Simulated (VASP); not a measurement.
# Ca (I4/mmm) in VASP: single point with PBE

Aim: the single point of Ca with PBE.

All numbers are computed with VASP 6.6.1; they aren't measurements. Logs are shortened: lines on timing, memory, paths and dates and some standing lists are left out, and cuts for length are marked.

## Step 1: The cell of the first run

Symmetry: I4/mmm, No. 139, tetragonal system. Conventional cell: a = 4.489 Å, b = 4.489 Å, c = 4.866 Å, α = 90.00°, β = 90.00°, γ = 90.00°. Ca (site symmetry 4/mmm) has 14 Ca at 4.00 to 4.87 Å within 5.2 Å.

## Step 2: Single point, PBE (strained)

Contents of INCAR:

```
SYSTEM = Ca
PREC = Accurate
ENCUT = 520
EDIFF = 1E-6
ISMEAR = 0
SIGMA = 0.1
LREAL = .FALSE.
LASPH = .TRUE.
NELM = 100
ALGO = Normal
ISIF = 2
LWAVE = .FALSE.
LCHARG = .TRUE.
GGA = PE
LELF = .TRUE.
LVHAR = .TRUE.
NBANDS = 11
```

Contents of KPOINTS:

```
regular mesh
0
G
  14 14 14
  0 0 0
```

Contents of POSCAR:

```
Ca
1.0
   -2.2445457591      2.2445457591      2.4329438311
    2.2445457591     -2.2445457591      2.4329438311
    2.2445457591      2.2445457591     -2.4329438311
Ca
1
Direct
    0.5000000000      0.5000000000      0.0000000000
```

Potentials or basis: VASP PAW PBE potentials, release 64 (Ca_sv).

On the command line:

```sh
$ cat potpaw_PBE.64/Ca_sv/POTCAR > POTCAR
$ mpirun -np 1 vasp_std > vasp.out
```

OUTCAR:

```text
SYSTEM = Ca
   PREC = Accurate
   ENCUT = 520
   EDIFF = 1E-6
   ISMEAR = 0
   LREAL = .FALSE.
   LASPH = .TRUE.
   NELM = 100
   ISIF = 2
   GGA = PE

 ion  position               nearest neighbor table
   1  0.500  0.500  0.000-

  LATTYP: Found a body centered tetragonal cell.
 ALAT       =     4.4890915182
 C/A-ratio  =     1.0839359462

  Lattice vectors:

 A1 = (  -2.2445457591,   2.2445457591,   2.4329438311)
 A2 = (   2.2445457591,  -2.2445457591,   2.4329438311)
 A3 = (   2.2445457591,   2.2445457591,  -2.4329438311)

Analysis of symmetry for initial positions (statically):
=====================================================================
 Subroutine PRICEL returns:
 Original cell was already a primitive cell.

 Routine SETGRP: Setting up the symmetry group for a
 body centered tetragonal supercell.

 Subroutine GETGRP returns: Found 16 space group operations
 (whereof 16 operations were pure point group operations)
 out of a pool of 16 trial point group operations.

The static configuration has the point symmetry D_4h.

Analysis of symmetry for dynamics (positions and initial velocities):
=====================================================================
 Subroutine PRICEL returns:
 Original cell was already a primitive cell.

 Routine SETGRP: Setting up the symmetry group for a
 body centered tetragonal supercell.

 Subroutine GETGRP returns: Found 16 space group operations
 (whereof 16 operations were pure point group operations)
 out of a pool of 16 trial point group operations.

The dynamic configuration has the point symmetry D_4h.

 Subroutine INISYM returns: Found 16 space group operations
 (whereof 16 operations are pure point group operations),
 and found     1 'primitive' translations

----------------------------------------------------------------------------------------

                                     Primitive cell

  volume of cell :      49.0285

  direct lattice vectors                    reciprocal lattice vectors
    -2.244545759  2.244545759  2.432943831     0.000000000  0.222762222  0.205512348
     2.244545759 -2.244545759  2.432943831     0.222762222  0.000000000  0.205512348
     2.244545759  2.244545759 -2.432943831     0.222762222  0.222762222  0.000000000

  length of vectors
     3.999398332  3.999398332  3.999398332     0.303081396  0.303081396  0.315033355

  position of ions in fractional coordinates (direct lattice)
     0.500000000  0.500000000  0.000000000

  ion indices of the primitive-cell ions
   primitive index   ion index
                 1           1

----------------------------------------------------------------------------------------

 KPOINTS: regular mesh

Automatic generation of k-mesh.
 Grid dimensions read from file:
 generate k-points for:   14   14   14

 Generating k-lattice:

  Cartesian coordinates                     Fractional coordinates (reciprocal lattice)
     0.000000000  0.015911587  0.014679453     0.071428571  0.000000000  0.000000000
     0.015911587  0.000000000  0.014679453     0.000000000  0.071428571  0.000000000
     0.015911587  0.015911587  0.000000000     0.000000000  0.000000000  0.071428571

  Length of vectors
     0.021648671  0.021648671  0.022502383

  Shift w.r.t. Gamma in fractional coordinates (k-lattice)
     0.000000000  0.000000000  0.000000000

 Subroutine IBZKPT returns following result:
 ===========================================

 Found    244 irreducible k-points:

 Following reciprocal coordinates:
            Coordinates               Weight
  0.000000  0.000000  0.000000      1.000000
  0.071429  0.000000  0.000000      8.000000
  0.142857  0.000000  0.000000      8.000000
  0.214286  0.000000 -0.000000      8.000000
  0.285714  0.000000  0.000000      8.000000
  0.357143  0.000000  0.000000      8.000000
[... 16 lines left out ...]
  0.214286  0.142857  0.000000     16.000000
  0.285714  0.142857 -0.000000     16.000000
 [... further k-points ...]
   k-points           NKPTS =    244   k-points in BZ     NKDIM =    244   number of bands    NBANDS=     11
   number of dos      NEDOS =    301   number of ions     NIONS =      1
   total plane-waves  NPLWV =  27000
   dimension x,y,z NGX =    30 NGY =   30 NGZ =   30
   dimension x,y,z NGXF=    60 NGYF=   60 NGZF=   60
   ions per type =               1
   NGX,Y,Z   is equivalent  to a cutoff of  12.47, 12.47, 12.47 a.u.
   NGXF,Y,Z  is equivalent  to a cutoff of  24.94, 24.94, 24.94 a.u.
 SYSTEM =  Ca
   PREC   = accura    normal or accurate (medium, high low for compatibility)
   ISTART =      0    job   : 0-new  1-cont  2-samecut
   ICHARG =      2    charge: 1-file 2-atom 10-const
   ISPIN  =      1    spin polarized calculation?
   LNONCOLLINEAR =      F non collinear calculations
   LSORBIT =      F    spin-orbit coupling
   LASPH  =      T    aspherical Exc in radial PAW
   ENCUT  =  520.0 eV  38.22 Ry    6.18 a.u.   7.44  7.44  7.44*2*pi/ulx,y,z
   NELM   =    100;   NELMIN=  2; NELMDL= -5     # of ELM steps
   EDIFF  = 0.1E-05   stopping-criterion for ELM
   LREAL  =      F    real-space projection
   EDIFFG = 0.1E-04   stopping-criterion for IOM
   NSW    =      0    number of steps for IOM
   IBRION =     -1    ionic relax: 0-MD 1-quasi-New 2-CG
   NFREE  =      0    steps in history (QN), initial steepest desc. (CG)
   ISIF   =      2    stress and relaxation
   ISYM   =      2    0-nonsym 1-usesym 2-fastsym
   POTIM  = 0.5000    time-step for ionic-motion
   TEBEG  =    0.0;   TEEND  =   0.0 temperature during run
   PSTRESS=    0.0 pullay stress
   NELECT =      10.0000    total number of electrons
   NUPDOWN=      -1.0000    fix difference up-down
   EMIN   =  10.00;   EMAX   =-10.00  energy-range for DOS
   EFERMI =   0.00;   METHOD = LEGACY
   ISMEAR =     0;   SIGMA  =   0.10  broadening in eV -4-tet -1-fermi 0-gaus
   EFERMI_NEDOS =   21; number of points for ismear=-14 and -15
   IALGO  =     38    algorithm
   IMIX   =      4    mixing-type and parameters
     AMIX     =   0.40;   BMIX     =  1.00
     AMIX_MAG =   1.60;   BMIX_MAG =  1.00
  volume/ion in A,a.u.               =      49.03       330.86
  Fermi-wavevector in a.u.,A,eV,Ry     =   0.963663  1.821059 12.635000  0.928646
  Thomas-Fermi vector in A             =   2.093228
   LORBIT       =      0    0 simple, 1 ext, 2 COOP (PROOUT), +10 PAW based schemes
   GGA     = PE    functional components
   LHFCALC =     F    Hartree Fock is set to
   AEXX    =    0.0000 exact exchange contribution
   IVDW    =     0    specifies the selected vdW correction
   LEPSILON=     F    determine dielectric tensor
   LRPA    =     F    only Hartree local field effects (RPA)
 non-spin polarized calculation
 Gauss-broadening in eV      SIGMA  =   0.10
  energy-cutoff  :      520.00
  volume of cell :       49.03
 maximum number of plane-waves:      1340
 NGX is ok and might be reduce to    30
   NGX = 15   NGY = 15   NGZ = 15

 number of electron      10.0000002 magnetization

 Free energy of the ion-electron system (eV)
  ---------------------------------------------------
  ext. energy  EPLUGINS =         0.00000000
  ---------------------------------------------------
  free energy    TOTEN  =        -1.87218045 eV

  energy without entropy =       -1.86478724  energy(sigma->0) =       -1.86848384

 E-fermi :   1.4428     XC(G=0):  -7.2874

 val. band max:        1.4327012368   @ k =   0.3571   0.2143   0.0714
 cond. band min:       1.4503022327   @ k =  -0.3571   0.5000   0.3571
 fundamental gap:      0.0176009960
 Fermi energy:         1.4428323059

 k-point     1 :       0.0000    0.0000    0.0000
  band No.  band energies     occupation
      1     -40.9794      2.00000
      2     -21.9083      2.00000
      3     -21.9083      2.00000
      4     -21.9036      2.00000
      5      -2.3504      2.00000
      6       3.4387      0.00000
      7       3.4387      0.00000
      8       3.7273      0.00000
      9       4.2234      0.00000
     10       4.5689      0.00000
     11      10.4900      0.00000

 k-point     2 :       0.0714    0.0000    0.0000
  band No.  band energies     occupation
      1     -40.9791      2.00000
      2     -21.9111      2.00000
      3     -21.9096      2.00000
      4     -21.9048      2.00000
      5      -2.2706      2.00000
      6       3.4111      0.00000
      7       3.4449      0.00000
      8       3.7346      0.00000
      9       4.1880      0.00000
     10       4.5476      0.00000
     11      10.4560      0.00000

 k-point     3 :       0.1429    0.0000    0.0000
  band No.  band energies     occupation
      1     -40.9781      2.00000
      2     -21.9217      2.00000
      3     -21.9131      2.00000
      4     -21.9054      2.00000
      5      -2.0343      2.00000
      6       3.2861      0.00000
      7       3.3940      0.00000
      8       3.8358      0.00000
      9       4.1286      0.00000
     10       4.5106      0.00000
     11       9.7832      0.00000

 k-point     4 :       0.2143    0.0000   -0.0000
  band No.  band energies     occupation
      1     -40.9767      2.00000
      2     -21.9376      2.00000
      3     -21.9181      2.00000
      4     -21.9054      2.00000
      5      -1.6514      2.00000
      6       3.0105      0.00000
      7       3.2616      0.00000
      8       4.0758      0.00000
      9       4.1253      0.00000
     10       4.4938      0.00000
     11       8.6372      0.00000
[... 239 lines left out ...]
 k-point    22 :       0.1429    0.1429    0.0000
  band No.  band energies     occupation
      1     -40.9760      2.00000
      2     -21.9436      2.00000
      3     -21.9196      2.00000
      4     -21.9081      2.00000
      5      -1.4504      2.00000
      6       2.9108      0.00000
      7       3.1652      0.00000
      8       4.0713      0.00000
      9       4.2292      0.00000
     10       4.5236      0.00000
     11       8.5643      0.00000

 k-point    23 :       0.2143    0.1429    0.0000
  band No.  band energies     occupation
      1     -40.9746      2.00000
      2     -21.9571      2.00000
      3     -21.9260      2.00000
      4     -21.9091      2.00000
      5      -0.9571      2.00000
      6       2.5943      0.00000
      7       2.9912      0.00000
      8       4.1442      0.00000
      9       4.4120      0.00000
     10       4.6359      0.00000
     11       7.5404      0.00000

 k-point    24 :       0.2857    0.1429   -0.0000
  band No.  band energies     occupation
      1     -40.9733      2.00000
      2     -21.9692      2.00000
      3     -21.9325      2.00000
      4     -21.9096      2.00000
      5      -0.3626      2.00000
      6       2.2057      0.00000
      7       2.8412      0.00000
      8       4.1968      0.00000
      9       4.4555      0.00000
     10       4.9555      0.00000
     11       6.6228      0.00000

 [... further k-points ...]

------------------------ aborting loop because EDIFF is reached ----------------------------------------

  FORCE on cell =-STRESS in cart. coord.  units (eV):
  Direction    XX          YY          ZZ          XY          YZ          ZX
  --------------------------------------------------------------------------------------
  -------------------------------------------------------------------------------------
  Total       -0.6310184     -0.6310184     -0.5706083      0.0000000     -0.0000000      0.0000000
  in kB      -20.6207097    -20.6207097    -18.6466001      0.0000000     -0.0000000      0.0000000
  external PRESSURE =     -19.9626731 kB  Pullay stress =       0.0000000 kB

 VOLUME and BASIS-vectors are now :
 -----------------------------------------------------------------------------
  energy-cutoff  :      520.00
  volume of cell :       49.03
      direct lattice vectors                 reciprocal lattice vectors
    -2.244545759  2.244545759  2.432943831     0.000000000  0.222762222  0.205512348
     2.244545759 -2.244545759  2.432943831     0.222762222  0.000000000  0.205512348
     2.244545759  2.244545759 -2.432943831     0.222762222  0.222762222  0.000000000

 POSITION                                       TOTAL-FORCE (eV/Angst)
 -----------------------------------------------------------------------------------
      0.00000      0.00000      2.43294        -0.000000      0.000000      0.000000
 -----------------------------------------------------------------------------------
    total drift:                                0.000000     -0.000000      0.000000

  FREE ENERGIE OF THE ION-ELECTRON SYSTEM (eV)
  ---------------------------------------------------
  free  energy   TOTEN  =        -1.8721804468 eV

  energy  without entropy=       -1.8647872351  energy(sigma->0) =       -1.86848384
```

Run time: 54 s. Hardware: 1 thread of Intel Xeon 6975P-C (Granite Rapids), shared host; peak memory 0.26 GiB.

Results:

```
Free energy            : -1.8722 eV
Pressure               : -2.0 GPa
Band gap on the k mesh : zero (band 5 reaches 1.66 eV, above the bottom of band 6 at 1.25 eV)
```

Stress tensor (GPa, compression positive):
```
-2.06  0.00  0.00
 0.00 -2.06  0.00
 0.00  0.00 -1.86
```

Levels at points of the mesh, in eV from the Fermi level:
| k point | band 2 | band 3 | band 4 | band 5 | band 6 | band 7 | band 8 | band 9 |
| --- | --- | --- | --- | --- | --- | --- | --- | --- |
| (0.00, 0.00, 0.00) | -23.35 | -23.35 | -23.35 | -3.79 | 2.00 | 2.00 | 2.28 | 2.78 |
| (0.50, 0.00, 0.00) | -23.43 | -23.38 | -23.35 | -0.89 | -0.19 | 1.41 | 2.68 | 3.22 |
| (0.50, 0.50, 0.00) | -23.43 | -23.38 | -23.35 | -0.71 | 0.04 | 1.03 | 3.09 | 3.30 |
| (0.50, 0.50, 0.50) | -23.41 | -23.40 | -23.40 | 0.10 | 0.27 | 2.62 | 3.58 | 3.66 |

Caveat: the cell differs from its parent crystal (strained).
